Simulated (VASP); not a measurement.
TmHOs, 6 atoms in the cell. It takes space group P4/nmm (No. 129, tetragonal). Conventional cell: a = 3.624 Å, b = 3.624 Å, c = 7.312 Å, α = 90.00°, β = 90.00°, γ = 90.00°. Tm (site symmetry 4mm) has 4 H at 2.25 Å and 4 Os at 2.94 Å within 3.0 Å. H (site symmetry -4m2) has 4 Tm at 2.25 Å and 4 H at 2.56 Å within 3.0 Å. Within 3.4 Å of Os (site symmetry -4m2) lie 4 Os at 2.56 Å and 4 Tm at 2.94 Å. The cell was generated, and may not be a known phase.

```yaml
Program: VASP 6.6.1
Task: relaxation of cell and atoms
Functional: PBE
Potentials_or_basis: VASP PAW PBE potentials, release 64 (Tm_3, H, Os), 4f in core
Cutoff: 600 eV
k_mesh: 8 × 8 × 4
Occupations: gaussian, width 0.1 eV
Spin: no spin polarisation
Dipole_correction: no
Further_INCAR_settings: ALGO = Normal; EDIFF = 1e-07; IBRION = 2; EDIFFG = -0.01; NSW = 100; ISIF = 3
```

Potentials or basis: VASP PAW PBE potentials, release 64 (Tm_3, H, Os), 4f in core.

Command:

```console
$ cat potpaw_PBE.64/Tm_3/POTCAR potpaw_PBE.64/H/POTCAR potpaw_PBE.64/Os/POTCAR > POTCAR
$ mpirun -np 1 vasp_std > vasp.out
```

Hardware: 1 thread of AMD EPYC 9R45 96-Core Processor (Zen 5), with other jobs on the host.

Q: How long does it take, and how much memory?

A: Wall time 5.8 min on 1 thread of AMD EPYC 9R45 96-Core Processor (Zen 5) (shared host), peak memory 0.28 GiB. Counts: scf iterations 71, k points 45, ion steps 8.
